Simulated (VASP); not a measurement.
## TaZn2B3: single point with PBE

TaZn2B3:

```
CELL_PARAMETERS angstrom
4.66679 0.00000 0.00000
-2.33339 4.04156 0.00000
0.00000 0.00000 3.45150
ATOMIC_POSITIONS crystal
Ta 0.00000 0.00000 0.00000
Zn 0.66667 0.33333 0.00000
Zn 0.33333 0.66667 0.00000
B 0.00000 0.50000 0.50000
B 0.50000 0.50000 0.50000
B 0.50000 0.00000 0.50000
```

The cell was generated, and may not be a known phase.

* Program: VASP 6.6.1
* Task: single point
* Functional: PBE
* Potentials or basis: VASP PAW PBE potentials, release 64 (Ta_pv, Zn, B)
* Cutoff: 520 eV
* k mesh: 6 × 6 × 6
* Occupations: gaussian, width 0.1 eV
* Spin: no spin polarisation
* Dipole correction: no
* Further INCAR settings: ALGO = Normal; EDIFF = 1e-07; NBANDS = 31

```yaml
Pressure: 0.2 GPa
Band_gap_on_the_k_mesh: zero (bands 22 and 23 overlap by 1.31 eV)
```

Levels at points of the mesh, in eV from the Fermi level:
```
           k point  band 18  band 19  band 20  band 21  band 22  band 23  band 24  band 25  band 26  band 27
(0.00, 0.00, 0.00)    -3.94    -3.67    -3.67    -2.82     0.62     0.62     1.07     1.93     1.93     2.55
(0.50, 0.00, 0.00)    -3.32    -2.14    -1.86    -0.71     0.09     0.53     0.69     1.60     2.67     2.84
(0.00, 0.00, 0.50)    -4.62    -4.14    -4.14    -2.25    -2.25     0.55     2.49     3.40     3.40     3.46
(0.50, 0.00, 0.50)    -4.50    -3.85    -3.63    -1.37    -0.48     0.17     0.89     1.46     2.69     2.87
```

It took 93 s on 1 thread of Intel(R) Xeon(R) Platinum 8259CL CPU @ 2.50GHz (Skylake/Cascade Lake) (shared host), peak memory 0.21 GiB.

Caveat: spin-orbit coupling is left out, which moves the levels of the heavy elements.
